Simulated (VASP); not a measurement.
# AlN (Pm) in VASP: notebook, part 2 of 2

VASP 6.6.1. Earlier steps stand in the parts before.

## (3) Single point, PBE (atom 1 (Al) moved by +0.252 Å along [1 0 0] and +0.000 Å along [1 2 0])

Contents of INCAR:

```
SYSTEM = AlN
PREC = Accurate
ENCUT = 520
EDIFF = 1E-6
ISMEAR = 0
SIGMA = 0.05
LREAL = .False.
LASPH = .True.
NELM = 80
ALGO = Normal
ISIF = 2
LWAVE = .False.
LCHARG = .False.
GGA = PE
NBANDS = 26
```

Contents of KPOINTS:

```
Automatic mesh
0
Gamma
  8 6 4
  0 0 0
```

Contents of POSCAR:

```
AlN
1.0
   -1.6567491617      2.8695737234      0.0000000000
    0.0000000000      0.0000000000      4.1874629526
    4.9702474850      2.8695737234      0.0000000000
Al N
4 4
Direct
    0.4619737245      0.7500000000      0.2046929422
    0.0000000000      0.7500000000      0.6666666667
    0.0000000000      0.2500000000      0.3333333333
    0.5000000000      0.2500000000      0.8333333333
    0.5000000000      0.2500000000      0.1666666667
    0.0000000000      0.2500000000      0.6666666667
    0.0000000000      0.7500000000      0.3333333333
    0.5000000000      0.7500000000      0.8333333333
```

Potentials or basis: VASP PAW PBE potentials, release 64 (Al, N).

Started as:

```
$ cat potpaw_PBE.64/Al/POTCAR potpaw_PBE.64/N/POTCAR > POTCAR
$ mpirun -np 1 vasp_std > vasp.out
```

OUTCAR:

```text
SYSTEM = AlN
   PREC = Accurate
   ENCUT = 520
   EDIFF = 1E-6
   ISMEAR = 0
   LREAL = .False.
   LASPH = .True.
   NELM = 80
   ISIF = 2
   GGA = PE

 ion  position               nearest neighbor table
   1  0.462  0.750  0.205-   7 1.70   7 1.93   5 2.11   5 2.11   8 2.14   3 2.70   3 2.70   3 2.85
                             3 2.85   4 2.99   4 2.99   2 3.06   2 3.19
   2  0.000  0.750  0.667-   8 1.91   8 1.91   7 1.91   6 2.09   6 2.09   4 2.84   4 2.84   4 2.84
                             4 2.84   3 2.84   3 2.84   1 3.06   1 3.19
   3  0.000  0.250  0.333-   5 1.91   5 1.91   6 1.91   7 2.09   7 2.09   1 2.70   1 2.70   2 2.84
                             2 2.84   1 2.85   1 2.85   4 3.31   4 3.31   4 3.31   4 3.31
   4  0.500  0.250  0.833-   6 1.91   6 1.91   5 1.91   8 2.09   8 2.09   2 2.84   2 2.84   2 2.84
                             2 2.84   1 2.99   1 2.99   3 3.31   3 3.31   3 3.31   3 3.31
   5  0.500  0.250  0.167-   3 1.91   3 1.91   4 1.91   1 2.11   1 2.11
   6  0.000  0.250  0.667-   4 1.91   4 1.91   3 1.91   2 2.09   2 2.09
   7  0.000  0.750  0.333-   1 1.70   2 1.91   1 1.93   3 2.09   3 2.09
   8  0.500  0.750  0.833-   2 1.91   2 1.91   4 2.09   4 2.09   1 2.14

  LATTYP: Found a simple orthorhombic cell.
 ALAT       =     3.3134983233
 B/A-ratio  =     1.2637588868
 C/A-ratio  =     1.7320508076

  Lattice vectors:

 A1 = (  -1.6567491617,   2.8695737234,   0.0000000000)
 A2 = (   0.0000000000,   0.0000000000,   4.1874629526)
 A3 = (   4.9702474850,   2.8695737234,   0.0000000000)

Analysis of symmetry for initial positions (statically):
=====================================================================
 Subroutine PRICEL returns:
 Original cell was already a primitive cell.

 Routine SETGRP: Setting up the symmetry group for a
 simple orthorhombic supercell.

 Subroutine GETGRP returns: Found  2 space group operations
 (whereof  1 operations were pure point group operations)
 out of a pool of  8 trial point group operations.

The static configuration has the point symmetry C_1 .
 The point group associated with its full space group is C_1h.

Analysis of symmetry for dynamics (positions and initial velocities):
=====================================================================
 Subroutine PRICEL returns:
 Original cell was already a primitive cell.

 Routine SETGRP: Setting up the symmetry group for a
 simple orthorhombic supercell.

 Subroutine GETGRP returns: Found  2 space group operations
 (whereof  1 operations were pure point group operations)
 out of a pool of  8 trial point group operations.

The dynamic configuration has the point symmetry C_1 .
 The point group associated with its full space group is C_1h.

 Subroutine INISYM returns: Found  2 space group operations
 (whereof  1 operations are pure point group operations),
 and found     1 'primitive' translations

----------------------------------------------------------------------------------------

                                     Primitive cell

  volume of cell :      79.6315

  direct lattice vectors                    reciprocal lattice vectors
    -1.656749162  2.869573723  0.000000000    -0.150897919  0.261362862  0.000000000
     0.000000000  0.000000000  4.187462953     0.000000000  0.000000000  0.238808083
     4.970247485  2.869573723  0.000000000     0.150897919  0.087120954  0.000000000

  length of vectors
     3.313498323  4.187462953  5.739147447     0.301795837  0.238808083  0.174241908

[... 75 lines left out ...]
   number of dos      NEDOS =    301   number of ions     NIONS =      8
   total plane-waves  NPLWV =  43008
   dimension x,y,z NGX =    28 NGY =   32 NGZ =   48
   dimension x,y,z NGXF=    56 NGYF=   64 NGZF=   96
   ions per type =               4   4
   NGX,Y,Z   is equivalent  to a cutoff of  14.05, 12.70, 13.90 a.u.
   NGXF,Y,Z  is equivalent  to a cutoff of  28.10, 25.41, 27.81 a.u.
 SYSTEM =  AlN
   PREC   = accura    normal or accurate (medium, high low for compatibility)
   ISTART =      0    job   : 0-new  1-cont  2-samecut
   ICHARG =      2    charge: 1-file 2-atom 10-const
   ISPIN  =      1    spin polarized calculation?
   LNONCOLLINEAR =      F non collinear calculations
   LSORBIT =      F    spin-orbit coupling
   LASPH  =      T    aspherical Exc in radial PAW
   ENCUT  =  520.0 eV  38.22 Ry    6.18 a.u.   6.16  7.79 10.67*2*pi/ulx,y,z
   NELM   =     80;   NELMIN=  2; NELMDL= -5     # of ELM steps
   EDIFF  = 0.1E-05   stopping-criterion for ELM
   LREAL  =      F    real-space projection
   EDIFFG = 0.1E-04   stopping-criterion for IOM
   NSW    =      0    number of steps for IOM
   IBRION =     -1    ionic relax: 0-MD 1-quasi-New 2-CG
   NFREE  =      0    steps in history (QN), initial steepest desc. (CG)
   ISIF   =      2    stress and relaxation
   ISYM   =      2    0-nonsym 1-usesym 2-fastsym
   POTIM  = 0.5000    time-step for ionic-motion
   TEBEG  =    0.0;   TEEND  =   0.0 temperature during run
   PSTRESS=    0.0 pullay stress
   NELECT =      32.0000    total number of electrons
   NUPDOWN=      -1.0000    fix difference up-down
   EMIN   =  10.00;   EMAX   =-10.00  energy-range for DOS
   EFERMI =   0.00;   METHOD = LEGACY
   ISMEAR =     0;   SIGMA  =   0.05  broadening in eV -4-tet -1-fermi 0-gaus
   EFERMI_NEDOS =   21; number of points for ismear=-14 and -15
   IALGO  =     38    algorithm
   IMIX   =      4    mixing-type and parameters
     AMIX     =   0.40;   BMIX     =  1.00
     AMIX_MAG =   1.60;   BMIX_MAG =  1.00
  volume/ion in A,a.u.               =       9.95        67.17
  Fermi-wavevector in a.u.,A,eV,Ry     =   1.208082  2.282944 19.857191  1.459462
  Thomas-Fermi vector in A             =   2.343701
   LORBIT       =      0    0 simple, 1 ext, 2 COOP (PROOUT), +10 PAW based schemes
   GGA     = PE    functional components
   LHFCALC =     F    Hartree Fock is set to
   AEXX    =    0.0000 exact exchange contribution
   IVDW    =     0    specifies the selected vdW correction
   LEPSILON=     F    determine dielectric tensor
   LRPA    =     F    only Hartree local field effects (RPA)
 non-spin polarized calculation
 Gauss-broadening in eV      SIGMA  =   0.05
  energy-cutoff  :      520.00
  volume of cell :       79.63
 maximum number of plane-waves:      2174
 NGX is ok and might be reduce to    28
   NGX = 13   NGY = 15   NGZ = 21

 number of electron      31.9999993 magnetization

 Free energy of the ion-electron system (eV)
  ---------------------------------------------------
  ext. energy  EPLUGINS =         0.00000000
  ---------------------------------------------------
  free energy    TOTEN  =       -57.96424082 eV

  energy without entropy =      -57.96424082  energy(sigma->0) =      -57.96424082

 E-fermi :   8.1908     XC(G=0): -11.1550

 val. band max:        7.9434344581   @ k =   0.0000   0.0000   0.0000
 cond. band min:      10.9732627242   @ k =   0.0000   0.0000   0.0000
 fundamental gap:      3.0298282661
 Fermi energy:         8.1907615215

 k-point     1 :       0.0000    0.0000    0.0000
  band No.  band energies     occupation
      1      -8.9718      2.00000
      2      -7.0323      2.00000
      3      -5.9805      2.00000
      4      -5.0236      2.00000
      5       0.9886      2.00000
      6       1.4443      2.00000
[... 685 lines left out ...]
     25      17.7031      0.00000
     26      18.1046      0.00000

 [... further k-points ...]

------------------------ aborting loop because EDIFF is reached ----------------------------------------

  FORCE on cell =-STRESS in cart. coord.  units (eV):
  Direction    XX          YY          ZZ          XY          YZ          ZX
  --------------------------------------------------------------------------------------
  -------------------------------------------------------------------------------------
  Total        2.5541660      1.2267940      0.0294768     -3.3735651      0.0000000      0.0000000
  in kB       51.3895228     24.6829536      0.5930689    -67.8757386      0.0000000      0.0000000
  external PRESSURE =      25.5551817 kB  Pullay stress =       0.0000000 kB

 VOLUME and BASIS-vectors are now :
 -----------------------------------------------------------------------------
  energy-cutoff  :      520.00
  volume of cell :       79.63
      direct lattice vectors                 reciprocal lattice vectors
    -1.656749162  2.869573723  0.000000000    -0.150897919  0.261362862  0.000000000
     0.000000000  0.000000000  4.187462953     0.000000000  0.000000000  0.238808083
     4.970247485  2.869573723  0.000000000     0.150897919  0.087120954  0.000000000

 POSITION                                       TOTAL-FORCE (eV/Angst)
 -----------------------------------------------------------------------------------
      0.25200      1.91305      3.14060        -5.584398      1.319486      0.000000
      3.31350      1.91305      3.14060         0.961544      0.487888      0.000000
      1.65675      0.95652      1.04687         0.220739     -0.273395      0.000000
      3.31350      3.82610      1.04687         0.158221      0.146751      0.000000
      0.00000      1.91305      1.04687         0.929724      0.247908      0.000000
      3.31350      1.91305      1.04687        -0.374892     -0.235328      0.000000
      1.65675      0.95652      3.14060         3.142968     -1.804122      0.000000
      3.31350      3.82610      3.14060         0.546094      0.110812      0.000000
 -----------------------------------------------------------------------------------
    total drift:                               -0.000157      0.000062      0.000000

  FREE ENERGIE OF THE ION-ELECTRON SYSTEM (eV)
  ---------------------------------------------------
  free  energy   TOTEN  =       -57.9642408187 eV

  energy  without entropy=      -57.9642408187  energy(sigma->0) =      -57.96424082
```

Wall time 58 s (1 thread of Intel Xeon 6975P-C (Granite Rapids), shared host); peak memory 0.25 GiB.

Results:

- Free energy: -57.9642 eV
- Pressure: 2.6 GPa
- Largest force: 5.738 eV/Å
- Band gap on the k mesh: 3.03 eV, direct

Forces in eV/Å, atoms in the order of the input:
```
Al  -5.584  1.319  0.000
Al   0.962  0.488  0.000
Al   0.221 -0.273  0.000
Al   0.158  0.147  0.000
N    0.930  0.248  0.000
N   -0.375 -0.235  0.000
N    3.143 -1.804  0.000
N    0.546  0.111  0.000
```

Stress tensor (GPa, compression positive):
```
 5.14 -6.79  0.00
-6.79  2.47  0.00
 0.00  0.00  0.06
```

Caveat: the cell differs from its parent crystal (atom 1 (Al) moved by +0.252 Å along [1 0 0] and +0.000 Å along [1 2 0]); forces of over 1 eV/Å act on the atoms, so gaps and moduli don't describe the material at rest.
